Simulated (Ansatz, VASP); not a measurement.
Given: the input of a run of VASP 6.6.1 on Sn.

INCAR

```
SYSTEM = Sn
  ALGO = Normal
  EDIFF = 1E-6
  EDIFFG = -0.02
  ENCUT = 600
  GGA = RP
  IBRION = 2
  ISIF = 3
  ISMEAR = -1
  IVDW = 12
  LASPH = .TRUE.
  LCHARG = .FALSE.
  LREAL = .FALSE.
  LWAVE = .FALSE.
  NELM = 80
  NSW = 80
  PREC = Accurate
  SIGMA = 0.05
```

KPOINTS

```
k-points
0
G
  7 7 7
  0 0 0
```

File POSCAR:

```
Sn
1.0
    0.0000000000      3.2333428000      3.2333428000
    3.2333428000      0.0000000000      3.2333428000
    3.2333428000      3.2333428000      0.0000000000
Sn
2
Direct
    0.7500000000      0.7500000000      0.7500000000
    0.5000000000      0.5000000000      0.5000000000
```

Potentials or basis: VASP PAW PBE potentials, release 64 (Sn_d).

Launch:

```sh
$ cat potpaw_PBE.64/Sn_d/POTCAR > POTCAR
$ mpirun -np 1 vasp_std > vasp.out
```

Problem. Translate it to Ansatz 0.2.0. Potentials there: all-electron LAPW, scalar-relativistic.

Solution. As run (the cutoff follows the program's own potentials):

File input.yaml:

```yaml
crystal:
  lattice:
    - [0.0, 3.2333428, 3.2333428]
    - [3.2333428, 0.0, 3.2333428]
    - [3.2333428, 3.2333428, 0.0]
  atoms:
    - { symbol: Sn, position: [0.75, 0.75, 0.75] }
    - { symbol: Sn, position: [0.5, 0.5, 0.5] }
kpoints:
  mp_grid: { grid: [7, 7, 7] }
scf:
  occupations: { method: fermi_dirac, width: 0.05 }
hamiltonian:
  xc: rpbe
  dispersion: d3bj
  pseudopotentials: { kind: all_electron, lapw: { basis_error: 0.001 } }
output:
  forces: true
  stress: true
relax:
  f_tol: 0.02
  max_steps: 60
  cell: {}
```

Potentials or basis: all-electron LAPW, scalar-relativistic.

Command:

```bash
$ ansatz run input.yaml --threads 1 --pin off --max-ram 3072MiB --backend cpu --events-out ev --progress --plain --runs-dir out
```

Both were run:

|  | VASP | Ansatz | Ansatz less VASP |
| --- | --- | --- | --- |
| relaxed volume (Å³/atom) | 31.75 | 31.77 | +0.013 |
| relaxed cell length with the largest relative difference (Å) | 4.478 | 4.479 | +0.0006 |

VASP's potentials were made for PBE, not for RPBE. Ansatz ran all-electron here, and VASP with PAW potentials.
